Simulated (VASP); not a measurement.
# Zn (P6_3/mmc) in VASP: notebook, part 2 of 2

VASP 6.6.1. Earlier steps stand in the parts before.

**4. Relaxation of cell and atoms, LDA, target pressure 15 GPa, at which the enthalpy is minimised**

INCAR reads:

```
PREC     = Accurate       # precision mode
ENCUT    = 600            # plane-wave cutoff, eV
EDIFF    = 1E-6           # SCF threshold, eV
ISMEAR   = -1             # smearing method
SIGMA    = 0.1            # smearing width, eV
LREAL    = False          # projectors in reciprocal space
LASPH    = True           # aspherical terms in the spheres
NELM     = 80             # most SCF steps
ALGO     = Normal         # electronic algorithm
ISIF     = 3              # what is computed and relaxed
LWAVE    = False          # write WAVECAR
LCHARG   = False          # write CHGCAR
GGA      = CA             # functional
IBRION   = 2              # ionic algorithm
NSW      = 32             # ionic steps
EDIFFG   = -0.005         # ionic threshold
PSTRESS  = 150.0
```

KPOINTS reads:

```
regular mesh
0
Gamma
  17 17 9
```

POSCAR reads:

```
Zn
1.0
    2.5291336358      0.0000000000      0.0000000000
   -1.2645668179      2.1902939782      0.0000000000
    0.0000000000      0.0000000000      4.3379870175
Zn
2
Direct
    0.3333333333      0.6666666667      0.2500000000
    0.6666666667      0.3333333333      0.7500000000
```

Potentials or basis: VASP PAW LDA potentials, release 64 (Zn).

Launch:

```console
$ cat potpaw_LDA.64/Zn/POTCAR > POTCAR
$ mpirun -np 1 vasp_std > vasp.out
```

OUTCAR:

```text
PREC = Accurate
   ENCUT = 600
   EDIFF = 1E-6
   ISMEAR = -1
   LREAL = False
   LASPH = True
   NELM = 80
   ISIF = 3
   GGA = CA
   IBRION = 2
   NSW = 32
   EDIFFG = -0.005
   PSTRESS = 150.0

 ion  position               nearest neighbor table
   1  0.333  0.667  0.250-   2 2.61   2 2.61   2 2.61   2 2.61   2 2.61   2 2.61
   2  0.667  0.333  0.750-   1 2.61   1 2.61   1 2.61   1 2.61   1 2.61   1 2.61

  LATTYP: Found a hexagonal cell.
 ALAT       =     2.5291336358
 C/A-ratio  =     1.7152067238

  Lattice vectors:

 A1 = (   2.5291336358,   0.0000000000,   0.0000000000)
 A2 = (  -1.2645668179,   2.1902939782,   0.0000000000)
 A3 = (   0.0000000000,   0.0000000000,   4.3379870175)

Analysis of symmetry for initial positions (statically):
=====================================================================
 Subroutine PRICEL returns:
 Original cell was already a primitive cell.

 Routine SETGRP: Setting up the symmetry group for a
 hexagonal supercell.

 Subroutine GETGRP returns: Found 24 space group operations
 (whereof 12 operations were pure point group operations)
 out of a pool of 24 trial point group operations.

The static configuration has the point symmetry D_3d.
 The point group associated with its full space group is D_6h.

Analysis of symmetry for dynamics (positions and initial velocities):
=====================================================================
 Subroutine PRICEL returns:
 Original cell was already a primitive cell.

 Routine SETGRP: Setting up the symmetry group for a
 hexagonal supercell.

 Subroutine GETGRP returns: Found 24 space group operations
 (whereof 12 operations were pure point group operations)
 out of a pool of 24 trial point group operations.

[... 117 lines left out ...]
   EFERMI_NEDOS =   21; number of points for ismear=-14 and -15
   IALGO  =     38    algorithm
   IMIX   =      4    mixing-type and parameters
     AMIX     =   0.40;   BMIX     =  1.00
     AMIX_MAG =   1.60;   BMIX_MAG =  1.00
  volume/ion in A,a.u.               =      12.02        81.08
  Fermi-wavevector in a.u.,A,eV,Ry     =   1.636406  3.092359 36.434022  2.677825
  Thomas-Fermi vector in A             =   2.727718
   LORBIT       =      0    0 simple, 1 ext, 2 COOP (PROOUT), +10 PAW based schemes
   GGA     = CA    functional components
   LHFCALC =     F    Hartree Fock is set to
   AEXX    =    0.0000 exact exchange contribution
   IVDW    =     0    specifies the selected vdW correction
   LEPSILON=     F    determine dielectric tensor
   LRPA    =     F    only Hartree local field effects (RPA)
 conjugate gradient relaxation of ions
 non-spin polarized calculation
  energy-cutoff  :      600.00
  volume of cell :       24.03
 maximum number of plane-waves:       829
   NGX = 11   NGY = 11   NGZ = 17

--------------------------------------- Ionic step        1  -------------------------------------------

 number of electron      23.9999981 magnetization

 Free energy of the ion-electron system (eV)
  ---------------------------------------------------
  ext. energy  EPLUGINS =         0.00000000
  ---------------------------------------------------
  free energy    TOTEN  =        -3.62474355 eV

  energy without entropy =       -3.61506186  energy(sigma->0) =       -3.61990270

------------------------ aborting loop because EDIFF is reached ----------------------------------------

  FORCE on cell =-STRESS in cart. coord.  units (eV):
  Direction    XX          YY          ZZ          XY          YZ          ZX
  --------------------------------------------------------------------------------------
  -------------------------------------------------------------------------------------
  Total        2.4039082      2.4039082      2.3654642      0.0000000      0.0000000      0.0000000
  in kB      160.2750869    160.2750869    157.7119200      0.0000000      0.0000000      0.0000000
  external PRESSURE =       9.4206979 kB  Pullay stress =     150.0000000 kB
[... 63 lines left out ...]
--------------------------------------- Ionic step        3  -------------------------------------------

 number of electron      23.9999977 magnetization

 Free energy of the ion-electron system (eV)
  ---------------------------------------------------
  ext. energy  EPLUGINS =         0.00000000
  ---------------------------------------------------
  free energy    TOTEN  =        -3.63694722 eV

  energy without entropy =       -3.62717235  energy(sigma->0) =       -3.63205978

 E-fermi :   4.9467     XC(G=0): -13.1788

 val. band max:        4.9374986215   @ k =   0.2941   0.2941   0.3333
 cond. band min:       5.0283946789   @ k =   0.2941   0.0588   0.0000
 fundamental gap:      0.0908960573
 Fermi energy:         4.9466954571

 k-point     1 :       0.0000    0.0000    0.0000
  band No.  band energies     occupation
      1      -7.6495      2.00000
      2      -4.9834      2.00000
      3      -3.8647      2.00000
      4      -3.6874      2.00000
      5      -3.6874      2.00000
      6      -3.5743      2.00000
[... 433 lines left out ...]
      3      -4.1332      2.00000
      4      -4.1206      2.00000
      5      -3.6885      2.00000
      6      -3.6783      2.00000
[... 8 lines left out ...]
     15      11.7251      0.00000
     16      19.1597      0.00000

 [... further k-points ...]
[... 5 lines left out ...]
  --------------------------------------------------------------------------------------
  -------------------------------------------------------------------------------------
  Total        2.2634201      2.2634201      2.2567976     -0.0000000      0.0000000     -0.0000000
  in kB      150.1189906    150.1189906    149.6797541     -0.0000000      0.0000000     -0.0000000
  external PRESSURE =      -0.0274216 kB  Pullay stress =     150.0000000 kB
[... 21 lines left out ...]
  energy  without entropy=       -3.6271723514  energy(sigma->0) =       -3.63205978

  enthalpy is  TOTEN    =        -1.3753211507 eV   P V=        2.2616260672

 reached required accuracy - stopping structural energy minimisation
```

OSZICAR:

```text
N       E                     dE             d eps       ncg     rms          rms(c)
DAV:   1     0.995591261568E+02    0.99559E+02   -0.14106E+04  5448   0.280E+03
[... 18 lines left out ...]
   2 F= -.13749815E+01 E0= -.13700454E+01  d E =-.338096E-04
       N       E                     dE             d eps       ncg     rms          rms(c)
DAV:   1    -0.364585036960E+01    0.20084E-02   -0.90824E-02  5296   0.659E+00    0.662E-01
DAV:   2    -0.363804833742E+01    0.78020E-02   -0.27529E-02  5320   0.417E+00    0.218E-01
DAV:   3    -0.363727613891E+01    0.77220E-03   -0.44655E-04  7000   0.367E-01    0.119E-01
DAV:   4    -0.363694633918E+01    0.32980E-03   -0.57232E-05  7992   0.162E-01    0.590E-03
DAV:   5    -0.363694721786E+01   -0.87868E-06   -0.83956E-06  5888   0.301E-02
   3 F= -.13753212E+01 E0= -.13704337E+01  d E =-.373454E-03
```

It took 48 s on 1 thread of Intel Xeon Platinum 8559C (Emerald Rapids), shared host; peak memory 0.18 GiB.

Results:

| Quantity | Value |
| --- | --- |
| Free energy | -3.6369 eV |
| Relaxed volume | 12.08 Å³/atom |
| Relaxed cell | a = 2.534 Å, b = 2.534 Å, c = 4.344 Å, α = 90.00°, β = 90.00°, γ = 120.00° |
| Space group after relaxing (to 0.05 Å) | P6_3/mmc (No. 194) |
| Energy change on relaxing (the enthalpy is what falls) | -6.1 meV/atom |
| Ionic steps | 3 |
| Pressure after relaxing | 15.0 GPa |
| Band gap on the k mesh | zero (band 12 reaches 6.48 eV, above the bottom of band 13 at 3.00 eV) |

The path:
| step | energy change (eV) | largest force (eV/Å) | pressure (GPa) | volume (Å³) |
| --- | --- | --- | --- | --- |
| 1 | 0.0000 | 0.0000 | 15.94 | 24.03 |
| 2 | -0.0231 | 0.0000 | 14.09 | 24.28 |
| 3 | -0.0122 | 0.0000 | 15.00 | 24.16 |

Final structure:
```yaml
crystal:
  lattice:
    - [2.53396, 0.00000, 0.00000]
    - [-1.26698, 2.19447, 0.00000]
    - [0.00000, 0.00000, 4.34420]
  atoms:
    - { symbol: Zn, position: [0.33333, 0.66667, 0.25000] }
    - { symbol: Zn, position: [0.66667, 0.33333, 0.75000] }
```

Caveat: the cell is relaxed towards a set pressure, so the enthalpy falls and the energy may rise.

**5. Relaxation of cell and atoms, LDA, target pressure 15 GPa, at which the enthalpy is minimised**

This run uses another cell than the first one, of 12.06 Å³/atom, 1.004 times its volume.

INCAR reads:

```
SYSTEM = Zn
PREC = Accurate
ENCUT = 600
EDIFF = 1E-6
ISMEAR = -1
SIGMA = 0.1
LREAL = .FALSE.
LASPH = .TRUE.
NELM = 80
ALGO = Normal
ISIF = 3
LWAVE = .FALSE.
LCHARG = .FALSE.
IBRION = 2
NSW = 60
EDIFFG = -0.005
PSTRESS = 150.0
```

KPOINTS reads:

```
regular mesh
0
G
  17 17 9
  0 0 0
```

POSCAR reads:

```
Zn
1.0
    2.5807472485      0.0000000000      0.0000000000
   -1.2903736242      2.2349926779      0.0000000000
    0.0000000000      0.0000000000      4.1808105425
Zn
2
Direct
    0.3333333333      0.6666666667      0.2500000000
    0.6666666667      0.3333333333      0.7500000000
```

Launch:

```console
$ cat potpaw_LDA.64/Zn/POTCAR > POTCAR
$ mpirun -np 1 vasp_std > vasp.out
```

Wall time 2.6 min (1 thread of Intel Xeon Platinum 8559C (Emerald Rapids), shared host); peak memory 0.19 GiB.

Results (log left out):

| Property | Result |
| --- | --- |
| Free energy | -3.6370 eV |
| Relaxed volume | 12.08 Å³/atom |
| Relaxed cell | a = 2.534 Å, b = 2.534 Å, c = 4.343 Å, α = 90.00°, β = 90.00°, γ = 120.00° |
| Space group after relaxing (to 0.05 Å) | P6_3/mmc (No. 194) |
| Energy change on relaxing (the enthalpy is what falls) | -8.9 meV/atom |
| Ionic steps | 12 |
| Pressure after relaxing | 15.0 GPa |
| Band gap on the k mesh | zero (band 12 reaches 6.48 eV, above the bottom of band 13 at 3.00 eV) |

Step by step:
```
step  energy change (eV)  largest force (eV/Å)  pressure (GPa)  volume (Å³)
   1              0.0000                0.0000           14.92        24.11
   2             -0.0010                0.0000           15.06        24.09
   3             -0.0031                0.0000           15.72        24.02
   4              0.0272                0.0000           18.55        23.84
   5             -0.0010                0.0000           16.12        23.98
   6             -0.0362                0.0000           13.58        24.36
   7             -0.0177                0.0000           15.04        24.16
   8             -0.0171                0.0000           15.06        24.15
   9             -0.0168                0.0000           15.15        24.15
  10             -0.0184                0.0000           14.76        24.16
  11             -0.0176                0.0000           15.12        24.15
  12             -0.0178                0.0000           15.03        24.16
```

Final structure:
```cif
data_structure
_symmetry_space_group_name_H-M 'P 1'
_symmetry_Int_Tables_number 1
_cell_length_a 2.5343
_cell_length_b 2.5343
_cell_length_c 4.3431
_cell_angle_alpha 90.000
_cell_angle_beta 90.000
_cell_angle_gamma 120.000
_cell_volume 24.16
loop_
_atom_site_label
_atom_site_type_symbol
_atom_site_fract_x
_atom_site_fract_y
_atom_site_fract_z
_atom_site_occupancy
Zn1 Zn 0.33333 0.66667 0.25000 1
Zn2 Zn 0.66667 0.33333 0.75000 1
```

Levels at points of the mesh, in eV from the Fermi level:
```csv
k point,band 9,band 10,band 11,band 12,band 13,band 14,band 15,band 16
"(0.00, 0.00, 0.00)",-8.21,-7.76,-7.76,-4.56,-1.95,18.47,18.47,18.87
```

Caveat: the cell is relaxed towards a set pressure, so the enthalpy falls and the energy may rise.

**6. Summary**

```tsv
task	cell	cutoff (eV)	gap on the mesh (eV)	pressure (GPa)
single point	a = 2.529, b = 2.529, c = 4.338 Å, angles 90.0, 90.0, 120.0°, 2 atoms	520	none	16.1
relaxation of cell and atoms	relaxed to 15 GPa from a = 2.529, b = 2.529, c = 4.338 Å, angles 90.0, 90.0, 120.0°, 2 atoms	600	none	15.0
relaxation of cell and atoms	relaxed to 15 GPa from a = 2.581, b = 2.581, c = 4.181 Å, angles 90.0, 90.0, 120.0°, 2 atoms	600	none	15.0
```

Alike in all rows: level LDA; potentials or basis VASP PAW LDA potentials, release 64 (Zn); no spin polarisation; k mesh 17 × 17 × 9; smearing fermi-dirac 0.1 eV.

Caveats: the cell is relaxed towards a set pressure, so the enthalpy falls and the energy may rise (some runs).

Total energies depend on the potentials used, so only differences within one code and one set of settings carry meaning.
